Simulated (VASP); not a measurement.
Here is a VASP 6.6.1 calculation.

File INCAR:

```
SYSTEM = KI
ALGO = Normal
EDIFF = 1E-7
ENCUT = 520
GGA = PS
ISIF = 2
ISMEAR = 0
LASPH = .True.
LCHARG = .False.
LREAL = .False.
LWAVE = .False.
NBANDS = 15
NELM = 80
PREC = Accurate
SIGMA = 0.05
```

KPOINTS

```
k-points
0
Gamma
  6 6 6
  0 0 0
```

Contents of POSCAR:

```
KI
1.0
    0.0000000000      3.5245500000      3.5245500000
    3.5245500000      0.0000000000      3.5245500000
    3.5245500000      3.5245500000      0.0000000000
K I
1 1
Direct
   -0.0376168650      0.0376168650      0.0000000000
    0.5000000000      0.5000000000      0.5000000000
```

Potentials or basis: VASP PAW PBE potentials, release 64 (K_sv, I).

Command:

```sh
$ cat potpaw_PBE.64/K_sv/POTCAR potpaw_PBE.64/I/POTCAR > POTCAR
$ mpirun -np 1 vasp_std > vasp.out
```

Task: Predict the band gap on the k mesh.

Result: 3.84 eV, direct.

Task: Predict the pressure.

Result: 0.0 GPa.

Forces in eV/Å, atoms in the order of the input:
```
K   -0.136  0.136  0.000
I    0.136 -0.136  0.000
```

Caveat: the cell differs from its parent crystal (all K atoms moved +0.188 Å, as atom 1 along Cartesian [1 -1 0]); the PAW data sets were made with another functional, which shifts forces and pressure a little; spin-orbit coupling is left out, which moves the levels of the heavy elements.
